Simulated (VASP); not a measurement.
Input of a VASP 6.6.1 run:

POSCAR

```
Yb2F
1.0
    0.0000000000      3.2584953241      0.0000001388
    3.2584953241      0.0000000000      0.0000001388
    1.6292479336      1.6292479336     -6.3731426971
Yb F
2 1
Direct
    0.3587471617      0.3587471617      0.2825056765
    0.6412528383      0.6412528383      0.7174943235
    0.0000000000      0.0000000000      0.0000000000
```

Contents of INCAR.step1:

```
SYSTEM = Yb2F
  ALGO = Normal
  EDIFF = 1E-5
  ENCUT = 800
  GGA = PE
  GGA_COMPAT = .FALSE.
  ISMEAR = -1
  LASPH = .TRUE.
  LCHARG = .FALSE.
  LMAXMIX = 6
  LREAL = .FALSE.
  LWAVE = .TRUE.
  NBANDS = 34
  NELM = 200
  PREC = Accurate
  SIGMA = 0.1
```

INCAR.step2

```
SYSTEM = Yb2F
  ALGO = Normal
  EDIFF = 1E-6
  ENCUT = 800
  GGA_COMPAT = .FALSE.
  ISIF = 2
  ISMEAR = -1
  ISTART = 1
  LASPH = .TRUE.
  LCHARG = .FALSE.
  LMAXMIX = 6
  LMIXTAU = .TRUE.
  LREAL = .FALSE.
  LWAVE = .FALSE.
  METAGGA = R2SCAN
  NBANDS = 34
  NELM = 200
  PREC = Accurate
  SIGMA = 0.1
```

KPOINTS

```
k-points
0
G
  5 5 5
  0 0 0
```

Potentials or basis: VASP PAW PBE potentials, release 64 (Yb, F).

Run with:

```bash
$ cat potpaw_PBE.64/Yb/POTCAR potpaw_PBE.64/F/POTCAR > POTCAR
$ cp INCAR.step1 INCAR
$ mpirun -np 1 vasp_std > vasp.out
$ cp INCAR.step2 INCAR
$ mpirun -np 1 vasp_std > vasp.out
```

Q: What does it give for the largest force?

A: 0.049 eV/Å.

Q: Predict the band gap on the k mesh.

A: Zero (an odd number of electrons rules out a gap without spin polarisation).

Q: Estimate the pressure.

A: 0.1 GPa.

Forces in eV/Å, atoms in the order of the input:
```
Yb   0.000  0.000 -0.049
Yb   0.000  0.000  0.049
F    0.000  0.000  0.000
```

Caveat: the k points lie up to 0.40 Å⁻¹ apart, too coarse for converged energies and pressures of a metal; the PAW data sets were made with another functional, which shifts forces and pressure a little; spin-orbit coupling is left out, which moves the levels of the heavy elements; an odd number of electrons without spin polarisation forces a metal; a magnetic or distorted state may lie lower. Spin polarisation is off, so any magnetic state and its effect on volume and gap are missing.
